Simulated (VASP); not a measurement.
GaP (rocksalt type): single point with LDA

GaP (rocksalt type):

```
CELL_PARAMETERS angstrom
0.00000 2.06909 2.06909
2.06909 0.00000 2.06909
2.06909 2.06909 0.00000
ATOMIC_POSITIONS crystal
Ga 0.00000 0.00000 0.00000
P 0.50000 0.50000 0.50000
```

| Quantity | Value |
| --- | --- |
| Program | VASP 6.6.1 |
| Task | single point |
| Functional | LDA |
| Potentials or basis | VASP PAW LDA potentials, release 64 (Ga_d, P) |
| Cutoff | 400 eV |
| k mesh | 14 × 14 × 14 |
| Occupations | fermi-dirac, width 0.1 eV |
| Spin | no spin polarisation |
| Dipole correction | no |
| k mesh for the DOS | 21 × 21 × 21 |
| Occupations for the DOS | tetrahedron |
| Further INCAR settings | ALGO = Normal; EDIFF = 1e-06; NBANDS = 16 |

The valence electrons inside the program's atomic spheres are Ga 13.08; P 2.97.

Levels at points of the mesh, in eV from the Fermi level:
| k point | band 5 | band 6 | band 7 | band 8 | band 9 | band 10 | band 11 | band 12 | band 13 | band 14 |
| --- | --- | --- | --- | --- | --- | --- | --- | --- | --- | --- |
| (0.00, 0.00, 0.00) | -17.27 | -17.27 | -0.21 | -0.21 | -0.21 | 6.19 | 6.19 | 6.19 | 10.12 | 11.35 |

Wall time 56 s on 1 thread of Intel(R) Xeon(R) Platinum 8259CL CPU @ 2.50GHz (Skylake/Cascade Lake) (shared host), peak memory 0.16 GiB.
